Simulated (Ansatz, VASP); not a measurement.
## Re: VASP beside Ansatz

```
Re
1.0
     0.00000    1.94538    1.97500
     2.00462    0.00000    1.97500
     2.00462    1.94538    0.00000
Re
1
Direct
  0.00000 0.00000 0.00000
```

Change from the starting cell: strain +0.0150 x Voigt [1, -1, 0, 0, 0, 0], atoms carried along.

Alike in both runs: task single point; functional r2SCAN; k mesh 20 × 20 × 20; occupations gaussian, width 0.15 eV; no spin polarisation.

```csv
,VASP,Ansatz
version,VASP 6.6.1,Ansatz 0.2.0
potentials or method,"VASP PAW PBE potentials, release 64 (Re), cutoff 520 eV","scalar-relativistic, plane waves, PAW"
valence electrons in the cell,7,15
```

```tsv
	VASP	Ansatz	Ansatz less VASP
gap on the k mesh at the Fermi level (eV)	none	none	-
pressure (GPa)	-15.5	-15.2	+0.28
traceless stress, the component that is largest in VASP (GPa)	-4.02	-4.05	-0.031
```

VASP's potentials were made for PBE, not for r2SCAN. A gap of «none» marks a metal or a gap that the smearing closes. With one functional, cell and mesh, what is left measures potentials, basis and numerics. VASP's potentials hold 7 valence electrons a cell and Ansatz's 15, so a difference there can come from the potentials and not from the codes.

Spin-orbit coupling is off throughout.
